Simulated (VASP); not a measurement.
Here is a VASP 6.6.1 calculation.

Contents of INCAR:

```
SYSTEM = Be6Pd
PREC = Accurate ; ENCUT = 520
EDIFF = 1E-7 ; ISMEAR = 0
SIGMA = 0.1 ; LREAL = .FALSE.
LASPH = .TRUE. ; NELM = 80
ALGO = Fast ; ISIF = 2
LWAVE = .FALSE. ; LCHARG = .FALSE.
GGA = PE ; NBANDS = 20
```

The input KPOINTS:

```
regular mesh
0
G
  8 8 8
  0 0 0
```

The input POSCAR:

```
Be6Pd
1.0
    4.8978146477      0.0000000000      0.0000000000
    0.0000000000      4.8978146477      0.0000000000
    0.0000000000      0.0000000000      4.8978146477
Be Pd
6 1
Direct
    0.5000000000      0.5000000000      0.1975563225
    0.5000000000      0.5000000000      0.8024436775
    0.1975563225      0.5000000000      0.5000000000
    0.8024436775      0.5000000000      0.5000000000
    0.5000000000      0.1975563225      0.5000000000
    0.5000000000      0.8024436775      0.5000000000
    0.0000000000      0.0000000000      0.0000000000
```

Potentials or basis: VASP PAW PBE potentials, release 64 (Be, Pd).

Launch:

```console
$ cat potpaw_PBE.64/Be/POTCAR potpaw_PBE.64/Pd/POTCAR > POTCAR
$ mpirun -np 1 vasp_std > vasp.out
```

(1) Predict the pressure.

(2) Predict the band gap on the k mesh.

(3) What does it give for the largest force?

Results:

(1) 0.0 GPa.

(2) zero (bands 11 and 12 overlap by 0.83 eV).

(3) 0.013 eV/Å.
